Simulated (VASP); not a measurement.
A run of VASP 6.6.1 is set up as follows.

File INCAR:

```
SYSTEM = Hg
  PREC = Accurate
  ENCUT = 520
  EDIFF = 1E-6
  ISMEAR = -1
  SIGMA = 0.05
  LREAL = .FALSE.
  LASPH = .TRUE.
  NELM = 100
  ALGO = Normal
  ISIF = 2
  LWAVE = .FALSE.
  LCHARG = .FALSE.
  GGA = PE
  NBANDS = 25
```

KPOINTS

```
Automatic mesh
0
G
  7 7 10
  0 0 0
```

The input POSCAR:

```
Hg
1.0
    5.5778801780      0.0000000000      0.0000000000
   -2.7889400890      4.8305859334      0.0000000000
    0.0000000000      0.0000000000      3.2814241044
Hg
3
Direct
    0.0000000000      0.0000000000      0.0000000000
    0.3333333333      0.6666666667      0.5000000000
    0.6666666667      0.3333333333      0.5000000000
```

Potentials or basis: VASP PAW PBE potentials, release 64 (Hg).

The run is started by

```bash
$ cat potpaw_PBE.64/Hg/POTCAR > POTCAR
$ mpirun -np 1 vasp_std > vasp.out
```

Problem. What does it give for the band gap on the k mesh?

Solution. Zero (band 18 reaches 2.82 eV, above the bottom of band 19 at 0.64 eV).

Problem. What does it give for the pressure?

Solution. 0.1 GPa.

Caveat: spin-orbit coupling is left out, which moves the levels of the heavy elements.
